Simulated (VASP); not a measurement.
Here is a VASP 6.6.1 calculation.

Contents of INCAR:

```
SYSTEM = Si16CO
PREC = Accurate
ENCUT = 520
EDIFF = 1E-6
ISMEAR = 0
SIGMA = 0.05
LREAL = Auto
LASPH = .TRUE.
NELM = 80
ALGO = Normal
ISIF = 2
LWAVE = .FALSE.
LCHARG = .FALSE.
LDIPOL = .TRUE.
IDIPOL = 3
DIPOL = 0.5 0.5 0.283
GGA = PE
NBANDS = 52
```

File KPOINTS:

```
Automatic mesh
0
G
  4 4 1
  0 0 0
```

File POSCAR:

```
Si16CO
1.0
    7.7354121591      0.0000000000      0.0000000000
    0.0000000000      7.7354121591      0.0000000000
    0.0000000000      0.0000000000     22.1119221361
Si C O
16 1 1
Direct
    0.0000000000      0.2500000000      0.1808978874
    0.0000000000      0.7500000000      0.1808978874
    0.5000000000      0.2500000000      0.1808978874
    0.5000000000      0.7500000000      0.1808978874
    0.0000000000      0.0000000000      0.2427396662
    0.0000000000      0.5000000000      0.2427396662
    0.5000000000      0.0000000000      0.2427396662
    0.5000000000      0.5000000000      0.2427396662
    0.2500000000      0.0000000000      0.3062012287
    0.2500000000      0.5000000000      0.3062012287
    0.7500000000      0.0000000000      0.3062012287
    0.7500000000      0.5000000000      0.3062012287
    0.2500000000      0.2500000000      0.3668573942
    0.2500000000      0.7500000000      0.3668573942
    0.7500000000      0.2500000000      0.3668573942
    0.7500000000      0.7500000000      0.3668573942
    0.5000000000      0.7500000000      0.3257031248
    0.5274445278      0.7774445278      0.3763759678
```

Potentials or basis: VASP PAW PBE potentials, release 64 (Si, C, O).

The run is started by

```sh
$ cat potpaw_PBE.64/Si/POTCAR potpaw_PBE.64/C/POTCAR potpaw_PBE.64/O/POTCAR > POTCAR
$ mpirun -np 1 vasp_std > vasp.out
```

(1) Estimate the largest force.

(2) Estimate the band gap on the k mesh.

## Answers

(1) 11.307 eV/Å.

(2) zero (bands 37 and 38 overlap by 0.01 eV).
